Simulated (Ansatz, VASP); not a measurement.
**HfO2 in VASP and in Ansatz**

File INCAR:

```
PREC = Accurate
ENCUT = 520
EDIFF = 1E-6
ISMEAR = 0
SIGMA = 0.02
LREAL = F
LASPH = T
NELM = 80
ALGO = Normal
ISIF = 2
LWAVE = F
LCHARG = F
GGA = PE
NBANDS = 18
```

The input KPOINTS:

```
Automatic mesh
0
Gamma
  8 8 8
```

File POSCAR:

```
HfO2
1.0
    0.0000000000      2.5488057613      2.5488057613
    2.5488057613      0.0000000000      2.5488057613
    2.5488057613      2.5488057613      0.0000000000
Hf O
1 2
Direct
    0.0000000000      0.0000000000      0.0000000000
    0.2500000000      0.2500000000      0.2500000000
    0.7500000000      0.7500000000      0.7500000000
```

Input for Ansatz:

```yaml
crystal:
  lattice:
    - [0.0, 2.5488057613, 2.5488057613]
    - [2.5488057613, 0.0, 2.5488057613]
    - [2.5488057613, 2.5488057613, 0.0]
  atoms:
    - { symbol: Hf, position: [0.0, 0.0, 0.0] }
    - { symbol: O, position: [0.25, 0.25, 0.25] }
    - { symbol: O, position: [0.75, 0.75, 0.75] }
basis:
  ecutwfc: 420
kpoints:
  mp_grid: { grid: [8, 8, 8] }
hamiltonian:
  xc: pbe
scf:
  occupations: { method: gaussian, width: 0.02 }
output:
  eigenvalues: true
  states_by_energy: {}
checkpoint:
  read: start.run
  write: ck
  compress: false
  write_wavefunctions: false
  write_every: 100000
```

Alike in both runs: task single point; functional PBE; k mesh 8 × 8 × 8; occupations gaussian, width 0.02 eV; no spin polarisation.

|  | VASP | Ansatz |
| --- | --- | --- |
| version | VASP 6.6.1 | Ansatz 0.2.0 |
| potentials or method | VASP PAW PBE potentials, release 64 (Hf_pv, O), cutoff 520 eV | scalar-relativistic, plane waves, PAW |
| valence electrons in the cell | 22 | 38 |

|  | VASP | Ansatz | Ansatz less VASP |
| --- | --- | --- | --- |
| gap on the k mesh at the Fermi level (eV) | 3.76 | 3.75 | -0.011 |
| least direct gap on the mesh (eV) | 3.76 | 3.75 | -0.011 |

VASP's potentials hold 22 valence electrons a cell and Ansatz's 38, so a difference there can come from the potentials and not from the codes.

Spin-orbit coupling is off throughout.
